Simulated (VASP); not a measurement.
# CaS (Fm-3m) in VASP: a series of runs, part 2 of 2

VASP 6.6.1. Earlier steps stand in the parts before.

### Step 4. Relaxation of cell and atoms, PBE

The input, INCAR:

```
SYSTEM = CaS
ALGO = Normal
EDIFF = 1E-7
EDIFFG = -0.01
ENCUT = 500
GGA = PE
GGA_COMPAT = .False.
IBRION = 2
ISIF = 3
ISMEAR = 0
LASPH = .True.
LCHARG = .False.
LREAL = .False.
LWAVE = .False.
NELM = 120
NELMIN = 4
NSW = 100
PREC = Accurate
SIGMA = 0.02
```

The input, KPOINTS:

```
k-points
0
Gamma
  8 8 8
  0 0 0
```

The input, POSCAR:

```
CaS
1.0
    0.0000000000      2.8523743200      2.8523743200
    2.8523743200      0.0000000000      2.8523743200
    2.8523743200      2.8523743200      0.0000000000
Ca S
1 1
Direct
    0.0000000000      0.0000000000      0.0000000000
    0.5000000000      0.5000000000      0.5000000000
```

Potentials or basis: VASP PAW PBE potentials, release 64 (Ca_sv, S).

On the command line:

```
$ cat potpaw_PBE.64/Ca_sv/POTCAR potpaw_PBE.64/S/POTCAR > POTCAR
$ mpirun -np 1 vasp_std > vasp.out
```

OUTCAR:

```text
SYSTEM = CaS
   EDIFF = 1E-7
   EDIFFG = -0.01
   ENCUT = 500
   GGA = PE
   IBRION = 2
   ISIF = 3
   ISMEAR = 0
   LASPH = .True.
   LREAL = .False.
   NELM = 120
   NELMIN = 4
   NSW = 100
   PREC = Accurate

 ion  position               nearest neighbor table
   1  0.000  0.000  0.000-   2 2.85   2 2.85   2 2.85   2 2.85   2 2.85   2 2.85
   2  0.500  0.500  0.500-   1 2.85   1 2.85   1 2.85   1 2.85   1 2.85   1 2.85

  LATTYP: Found a face centered cubic cell.
 ALAT       =     5.7047486400

  Lattice vectors:

 A1 = (   0.0000000000,   2.8523743200,   2.8523743200)
 A2 = (   2.8523743200,   0.0000000000,   2.8523743200)
 A3 = (   2.8523743200,   2.8523743200,   0.0000000000)

Analysis of symmetry for initial positions (statically):
=====================================================================
 Subroutine PRICEL returns:
[... 261 lines left out ...]

 k-point     1 :       0.0000    0.0000    0.0000
  band No.  band energies     occupation
      1     -36.5886      2.00000
      2     -17.5672      2.00000
      3     -17.5672      2.00000
      4     -17.5672      2.00000
      5      -8.6403      2.00000
      6       2.6485      2.00000
      7       2.6485      2.00000
      8       2.6485      2.00000
      9       6.7261      0.00000
     10       6.8142      0.00000
     11       6.8142      0.00000
     12       6.8142      0.00000
[... 331 lines left out ...]
 k-point    24 :      -0.3750    0.2500    0.1250
  band No.  band energies     occupation
      1     -36.5762      2.00000
      2     -17.6962      2.00000
      3     -17.6143      2.00000
      4     -17.5921      2.00000
      5      -7.8852      2.00000
      6       0.0531      2.00000
      7       1.1755      2.00000
      8       1.5022      2.00000
      9       7.6141      0.00000
     10       7.9326      0.00000
     11       9.0482      0.00000
     12       9.3519      0.00000

 [... further k-points ...]
[... 5 lines left out ...]
  --------------------------------------------------------------------------------------
  -------------------------------------------------------------------------------------
  Total        0.0004890      0.0004890      0.0004890      0.0000000     -0.0000000      0.0000000
  in kB        0.0167746      0.0167746      0.0167746      0.0000000     -0.0000000      0.0000000
  external PRESSURE =       0.0167746 kB  Pullay stress =       0.0000000 kB
[... 17 lines left out ...]
  FREE ENERGIE OF THE ION-ELECTRON SYSTEM (eV)
  ---------------------------------------------------
  free  energy   TOTEN  =       -10.3648553700 eV

  energy  without entropy=      -10.3648553700  energy(sigma->0) =      -10.36485537

 reached required accuracy - stopping structural energy minimisation
```

OSZICAR:

```text
N       E                     dE             d eps       ncg     rms          rms(c)
DAV:   1     0.108710215096E+03    0.10871E+03   -0.76962E+03   696   0.121E+03
[... 27 lines left out ...]
DAV:   1    -0.103650077769E+02   -0.16742E-03   -0.44230E-03   776   0.717E-01    0.831E-02
DAV:   2    -0.103648857398E+02    0.12204E-03   -0.31858E-04   840   0.180E-01    0.379E-02
DAV:   3    -0.103648484802E+02    0.37260E-04   -0.15572E-04  1212   0.114E-01    0.166E-02
DAV:   4    -0.103648513069E+02   -0.28266E-05   -0.38136E-06   880   0.223E-02    0.965E-03
DAV:   5    -0.103648556536E+02   -0.43468E-05   -0.50522E-06  1128   0.767E-03    0.175E-03
DAV:   6    -0.103648554119E+02    0.24169E-06   -0.57026E-08   588   0.216E-03    0.118E-03
DAV:   7    -0.103648553700E+02    0.41985E-07   -0.21330E-07   788   0.272E-03
   3 F= -.10364855E+02 E0= -.10364855E+02  d E =-.317198E-03
```

CONTCAR:

```text
CaS
   1.00000000000000
     0.0000000000000000    2.8582325484904292    2.8582325484904292
     2.8582325484904292    0.0000000000000000    2.8582325484904292
     2.8582325484904292    2.8582325484904292    0.0000000000000000
  Ca              S
     1     1
Direct
     0.0000000000000000    0.0000000000000000    0.0000000000000000
     0.5000000000000000    0.5000000000000000    0.5000000000000000

  0.00000000E+00  0.00000000E+00  0.00000000E+00
  0.00000000E+00  0.00000000E+00  0.00000000E+00
```

It took 26 s on 1 thread of Intel Xeon Platinum 8559C (Emerald Rapids), shared host; peak memory 0.17 GiB.

What came out:

| Item | Value |
| --- | --- |
| Free energy | -10.3649 eV |
| Relaxed volume | 23.35 Å³/atom |
| Relaxed cell | a = 4.042 Å, b = 4.042 Å, c = 4.042 Å, α = 60.00°, β = 60.00°, γ = 60.00° |
| Space group after relaxing (to 0.05 Å) | Fm-3m (No. 225) |
| Energy gained by relaxing | 0.2 meV/atom |
| Ionic steps | 3 |
| Pressure after relaxing | 0.0 GPa |
| Band gap on the k mesh | 2.38 eV, indirect (least direct gap 3.18 eV) |

The path:
| step | energy change (eV) | largest force (eV/Å) | pressure (GPa) | volume (Å³) |
| --- | --- | --- | --- | --- |
| 1 | 0.0000 | 0.0000 | 0.36 | 46.41 |
| 2 | -0.0003 | 0.0000 | -0.07 | 46.76 |
| 3 | -0.0003 | 0.0000 | 0.00 | 46.70 |

Final structure:
```yaml
crystal:
  lattice:
    - [0.00000, 2.85823, 2.85823]
    - [2.85823, 0.00000, 2.85823]
    - [2.85823, 2.85823, 0.00000]
  atoms:
    - { symbol: Ca, position: [0.00000, 0.00000, 0.00000] }
    - { symbol: S, position: [0.50000, 0.50000, 0.50000] }
```

Levels at points of the mesh, in eV from the valence-band top:
```csv
k point,band 5,band 6,band 7,band 8,band 9,band 10,band 11,band 12
"(0.00, 0.00, 0.00)",-11.29,0.00,0.00,0.00,4.08,4.17,4.17,4.17
"(0.50, 0.00, 0.00)",-10.50,-3.05,-1.13,-1.13,5.20,6.02,6.16,6.16
"(0.50, 0.50, 0.00)",-10.68,-2.25,-0.80,-0.80,2.38,5.58,5.96,6.73
```

A k mesh can miss the band edges. Expect the measured gap to be larger: semilocal functionals such as PBE lack the derivative discontinuity.

### Step 5. The runs side by side

| task | cell | k mesh | smearing | gap on the mesh (eV) | pressure (GPa) |
| --- | --- | --- | --- | --- | --- |
| single point | a = 4.034 Å, angles 60.0°, 2 atoms | 6 × 6 × 6 | gaussian 0.1 eV | 2.37 | 0.4 |
| single point | a = 4.039 Å, angles 60.0°, 2 atoms | 8 × 8 × 8 | gaussian 0.02 eV | 2.38 | 0.1 |
| relaxation of cell and atoms | relaxed from a = 4.034 Å, angles 60.0°, 2 atoms | 8 × 8 × 8 | gaussian 0.02 eV | 2.38 | 0.0 |

Alike in all rows: level PBE; potentials or basis VASP PAW PBE potentials, release 64 (Ca_sv, S); no spin polarisation; cutoff (eV) 500.

Total energies depend on the potentials used, so only differences within one code and one set of settings carry meaning.
